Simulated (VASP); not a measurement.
Wanted: the native input for a VASP 6.6.1 run.

```yaml
Task: single point
Functional: PBE
Potentials_or_basis: VASP PAW PBE potentials, release 64 (Zn, H)
Cutoff: 520 eV
k_mesh: 4 × 3 × 3
Occupations: gaussian, width 0.15 eV
Spin: no spin polarisation
Dipole_correction: no
Further_INCAR_settings: ALGO = Normal; EDIFF = 1e-06; NBANDS = 84
```

The structure of Zn12H (a cell with a defect) lies in POSCAR:

```
Zn12H
1.0
    5.3200000000      0.0000000000      0.0000000000
   -3.9900000000      6.9108830000      0.0000000000
    0.0000000000      0.0000000000      4.9369600000
Zn H
12 1
Direct
   -0.0042826847      0.0052250921     -0.0053806391
    0.1780706116      0.2145006651      0.4967694695
    0.0490397588      0.3710174228     -0.0014217251
    0.1800645125      0.5489982973      0.4972258232
   -0.0208625266      0.6573945761     -0.0174923435
    0.1762681318      0.8804377096      0.4885277580
    0.4417572493     -0.0288096326     -0.0108064477
    0.6734081792      0.2180229357      0.4984567426
    0.5001067718      0.3312837158     -0.0093581880
    0.6762765923      0.5473291908      0.4858311593
    0.5166188049      0.6795010131     -0.0037316486
    0.6791603514      0.8822852304      0.4985918460
    0.7929484210      0.1399465162      1.0069224786
```

One way to write it, as run:

INCAR

```
SYSTEM = Zn12H
  PREC = Accurate
  ENCUT = 520
  EDIFF = 1E-6
  ISMEAR = 0
  SIGMA = 0.15
  LREAL = .False.
  LASPH = .True.
  NELM = 60
  ALGO = Normal
  ISIF = 2
  LWAVE = .False.
  LCHARG = .True.
  GGA = PE
  LELF = .True.
  LVHAR = .True.
  NBANDS = 84
```

KPOINTS

```
regular mesh
0
Gamma
  4 3 3
  0 0 0
```

Potentials or basis: VASP PAW PBE potentials, release 64 (Zn, H).

Command:

```bash
$ cat potpaw_PBE.64/Zn/POTCAR potpaw_PBE.64/H/POTCAR > POTCAR
$ mpirun -np 1 vasp_std > vasp.out
```

Results of the run:

- Pressure: 4.4 GPa
- Largest force: 0.054 eV/Å

Caveat: the k points lie up to 0.42 Å⁻¹ apart.

It took 5.1 min on 1 thread of Intel(R) Xeon(R) Platinum 8488C (Sapphire Rapids), with other jobs on the host, peak memory 0.39 GiB.
